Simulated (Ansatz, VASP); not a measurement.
## WS2: VASP beside Ansatz

```
W S
1.0
     3.18352    0.00000    0.00000
    -1.59176    2.75701    0.00000
     0.00000    0.00000   16.95058
W S
1 2
Direct
  0.00000 0.00000 0.00000
  0.33333 0.66667 0.09200
  0.33333 0.66667 0.90800
```

Alike in both runs: task single point; functional PBE; k mesh 10 × 10 × 2; occupations gaussian, width 0.024 eV; no spin polarisation.

```csv
,VASP,Ansatz
version,VASP 6.6.1,Ansatz 0.2.0
potentials or method,"VASP PAW PBE potentials, release 64 (W_sv, S)",Ansatz PAW
plane-wave cutoff (eV),520,420
valence electrons in the cell,26,26
```

Ansatz gave:

- gap on the k mesh at the Fermi level (eV): 1.99
- least direct gap on the mesh (eV): 2.15
- rms of the force components (eV/Å): 0.122

Q: Estimate VASP's values.

A: gap on the k mesh at the Fermi level (eV): 2.00; least direct gap on the mesh (eV): 2.16; rms of the force components (eV/Å): 0.124.

Atom by atom the forces differ by 0.002 eV/Å (rms over components).

Spin-orbit coupling is off throughout.
